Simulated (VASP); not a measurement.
NbTc, 2 atoms in the cell. Symmetry: Cmmm, No. 65, orthorhombic system. The conventional cell has a = 3.165 Å, b = 4.566 Å, c = 4.385 Å, α = 90.00°, β = 90.00°, γ = 90.00°. Nb (site symmetry mmm) has 8 Tc at 2.70 to 3.17 Å and 6 Nb at 2.78 to 3.17 Å within 3.6 Å. Within 3.6 Å of Tc (site symmetry mmm) lie 8 Nb at 2.70 to 3.17 Å and 6 Tc at 2.78 to 3.17 Å. 

* Program: VASP 6.6.1
* Task: single point
* Functional: PBEsol
* Potentials or basis: VASP PAW PBE potentials, release 64 (Nb_sv, Tc_pv)
* Cutoff: 520 eV
* k mesh: 9 × 9 × 5
* Occupations: fermi-dirac, width 0.15 eV
* Spin: no spin polarisation
* Dipole correction: no
* Further INCAR settings: ALGO = Normal; EDIFF = 1e-06; NBANDS = 20

Potentials or basis: VASP PAW PBE potentials, release 64 (Nb_sv, Tc_pv).

Command:

```sh
$ cat potpaw_PBE.64/Nb_sv/POTCAR potpaw_PBE.64/Tc_pv/POTCAR > POTCAR
$ mpirun -np 1 vasp_std > vasp.out
```

Hardware: 1 thread of Intel(R) Xeon(R) 6975P-C (Granite Rapids), with other jobs on the host.

Problem. Estimate the wall time of this run.

Solution. Run time: 16 s on 1 thread of Intel(R) Xeon(R) 6975P-C (Granite Rapids), with other jobs on the host, peak memory 0.18 GiB. Counts: scf iterations 13, k points 75.
